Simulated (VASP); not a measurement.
Here is a VASP 6.6.1 calculation.

Contents of INCAR:

```
SYSTEM = Bi
ALGO = Normal
EDIFF = 1E-7
ENCUT = 520
GGA = PE
ISIF = 2
ISMEAR = -1
LASPH = .True.
LCHARG = .False.
LREAL = .False.
LWAVE = .False.
NBANDS = 30
NELM = 100
PREC = Accurate
SIGMA = 0.1
```

Contents of KPOINTS:

```
k-points
0
Gamma
  7 7 11
  0 0 0
```

POSCAR

```
Bi
1.0
    5.8077305809      0.0000000000      0.0000000000
   -2.9038652905      5.0296422214      0.0000000000
    0.0000000000      0.0000000000      3.4189110199
Bi
3
Direct
    1.0000000000      1.0000000000      0.0000000000
    0.3333333333      0.6666666667      0.5000000000
    0.6666666667      0.3333333333      0.5000000000
```

Potentials or basis: VASP PAW PBE potentials, release 64 (Bi_d).

Launch:

```bash
$ cat potpaw_PBE.64/Bi_d/POTCAR > POTCAR
$ mpirun -np 1 vasp_std > vasp.out
```

Task: What does it give for the pressure?

Result: -1.7 GPa.

Stress tensor (GPa, compression positive):
```
-1.94  0.00  0.00
 0.00 -1.94  0.00
 0.00  0.00 -1.31
```
